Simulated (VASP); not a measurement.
Input of a VASP 6.6.1 run:

Contents of INCAR:

```
SYSTEM = Na3Sb3Au
PREC = Accurate
ENCUT = 600
EDIFF = 1E-7
ISMEAR = 0
SIGMA = 0.1
LREAL = .FALSE.
LASPH = .TRUE.
NELM = 100
ALGO = Normal
ISIF = 3
LWAVE = .FALSE.
LCHARG = .FALSE.
GGA = PE
IBRION = 2
NSW = 100
EDIFFG = -0.01
```

The input KPOINTS:

```
regular mesh
0
G
  6 6 6
  0 0 0
```

The input POSCAR:

```
Na3Sb3Au
1.0
    5.9789469485      0.0000000000      0.0000000000
    0.0000000000      5.9789469485      0.0000000000
    0.0000000000      0.0000000000      5.9789469485
Na Sb Au
3 3 1
Direct
    0.5000000000      0.5000000000      0.0000000000
    0.0000000000      0.5000000000      0.5000000000
    0.5000000000      0.0000000000      0.5000000000
    0.5000000000      0.0000000000      0.0000000000
    0.0000000000      0.5000000000      0.0000000000
    0.0000000000      0.0000000000      0.5000000000
    0.5000000000      0.5000000000      0.5000000000
```

Potentials or basis: VASP PAW PBE potentials, release 64 (Na_pv, Sb, Au).

The run is started by

```sh
$ cat potpaw_PBE.64/Na_pv/POTCAR potpaw_PBE.64/Sb/POTCAR potpaw_PBE.64/Au/POTCAR > POTCAR
$ mpirun -np 1 vasp_std > vasp.out
```

(1) What does it give for the relaxed volume?

(2) What does it give for the space group after relaxing (to 0.05 Å)?

(3) Predict the relaxed cell.

## Answers

(1) 30.62 Å³/atom.

(2) Pm-3m (No. 221).

(3) a = 5.985 Å, b = 5.985 Å, c = 5.985 Å, α = 90.00°, β = 90.00°, γ = 90.00°.
